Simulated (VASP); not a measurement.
Set up this calculation in VASP 6.6.1, as the native input.

- Task: single point
- Functional: PBEsol
- Potentials or basis: VASP PAW PBE potentials, release 64 (Sc_sv, H)
- Cutoff: 520 eV
- k mesh: 10 × 10 × 10
- Occupations: gaussian, width 0.05 eV
- Spin: no spin polarisation
- Dipole correction: no
- Further INCAR settings: ALGO = Normal; EDIFF = 1e-06; NBANDS = 15

The structure of ScH3 lies in POSCAR:

```
ScH3
1.0
    0.0000000000      2.3838874365      2.3838874365
    2.3838874365      0.0000000000      2.3838874365
    2.3838874365      2.3838874365      0.0000000000
Sc H
1 3
Direct
    0.0000000000      0.0000000000      0.0000000000
    0.5000000000      0.5000000000      0.5000000000
    0.2500000000      0.2500000000      0.2500000000
    0.7500000000      0.7500000000      0.7500000000
```

This cell differs from its parent crystal: volume scaled by 1.040.

These files were run (other wordings do the same):

INCAR

```
SYSTEM = ScH3
PREC = Accurate
ENCUT = 520
EDIFF = 1E-6
ISMEAR = 0
SIGMA = 0.05
LREAL = .False.
LASPH = .True.
NELM = 100
ALGO = Normal
ISIF = 2
LWAVE = .False.
LCHARG = .False.
GGA = PS
NBANDS = 15
```

KPOINTS

```
Automatic mesh
0
Gamma
  10 10 10
  0 0 0
```

Potentials or basis: VASP PAW PBE potentials, release 64 (Sc_sv, H).

Command:

```sh
$ cat potpaw_PBE.64/Sc_sv/POTCAR potpaw_PBE.64/H/POTCAR > POTCAR
$ mpirun -np 1 vasp_std > vasp.out
```

Results of the run:

```json
{
  "Pressure": "-4.1 GPa",
  "Band gap on the k mesh": "zero (band 7 reaches 5.57 eV, above the bottom of band 8 at 5.23 eV)"
}
```

Caveat: the PAW data sets were made with another functional, which shifts forces and pressure a little.

It took 37 s on 1 thread of Intel(R) Xeon(R) Platinum 8259CL CPU @ 2.50GHz (Skylake/Cascade Lake), with other jobs on the host, peak memory 0.16 GiB.
